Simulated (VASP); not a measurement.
**Cd2S: relaxation of cell and atoms with PBE**

The system is Cd2S.

```
Cd S
1.0
     5.21521    0.00000    0.00000
     0.00000    5.21521    0.00000
     0.00000    0.00000    5.21521
Cd S
4 2
Direct
  0.25000 0.25000 0.25000
  0.25000 0.75000 0.75000
  0.75000 0.75000 0.25000
  0.75000 0.25000 0.75000
  0.00000 0.00000 0.00000
  0.50000 0.50000 0.50000
```

The cell was generated, and may not be a known phase.

- Program: VASP 6.6.1
- Task: relaxation of cell and atoms
- Functional: PBE
- Potentials or basis: VASP PAW PBE potentials, release 64 (Cd, S)
- Cutoff: 600 eV
- k mesh: 4 × 4 × 4
- Occupations: gaussian, width 0.1 eV
- Spin: no spin polarisation
- Dipole correction: no
- Further INCAR settings: ALGO = Normal; EDIFF = 1e-07; IBRION = 2; EDIFFG = -0.04; NSW = 90; ISIF = 3

```json
{"Relaxed volume": "34.85 Å³/atom", "Relaxed cell": "a = 5.935 Å, b = 5.935 Å, c = 5.935 Å, α = 90.00°, β = 90.00°, γ = 90.00°", "Space group after relaxing (to 0.1 Å)": "Pn-3m (No. 224)", "Energy gained by relaxing": "511.6 meV/atom", "Ionic steps": "4", "Pressure after relaxing": "0.0 GPa", "Band gap on the k mesh": "zero (bands 30 and 31 overlap by 0.95 eV)"}
```

Step by step:
| step | energy change (eV) | largest force (eV/Å) | pressure (GPa) | volume (Å³) |
| --- | --- | --- | --- | --- |
| 1 | 0.0000 | 0.0000 | 21.28 | 141.85 |
| 2 | -3.0550 | 0.0000 | -0.64 | 216.56 |
| 3 | -3.0684 | 0.0000 | 0.19 | 207.01 |
| 4 | -3.0697 | 0.0000 | 0.01 | 209.07 |

Final structure:
```
Cd S
1.0
     5.93518    0.00000    0.00000
     0.00000    5.93518    0.00000
     0.00000    0.00000    5.93518
Cd S
4 2
Direct
  0.25000 0.25000 0.25000
  0.25000 0.75000 0.75000
  0.75000 0.75000 0.25000
  0.75000 0.25000 0.75000
  0.00000 0.00000 0.00000
  0.50000 0.50000 0.50000
```

Levels at points of the mesh, in eV from the Fermi level:
```
           k point  band 28  band 29  band 30  band 31  band 32  band 33
(0.00, 0.00, 0.00)    -4.16    -3.19    -0.40    -0.40     1.47     1.47
(0.50, 0.00, 0.00)    -4.09    -0.79    -0.79     0.82     0.82     0.83
(0.50, 0.50, 0.00)    -3.99    -1.25    -1.25     0.51     0.51     1.35
(0.50, 0.50, 0.50)    -4.56    -0.01     0.55     0.55     0.55     0.61
```

Run time: 6.5 min on 1 thread of Intel Xeon 8259CL, on a shared host, peak memory 0.29 GiB.

Caveat: the volume moved by over 15 % at a fixed basis, so the end points are rough.
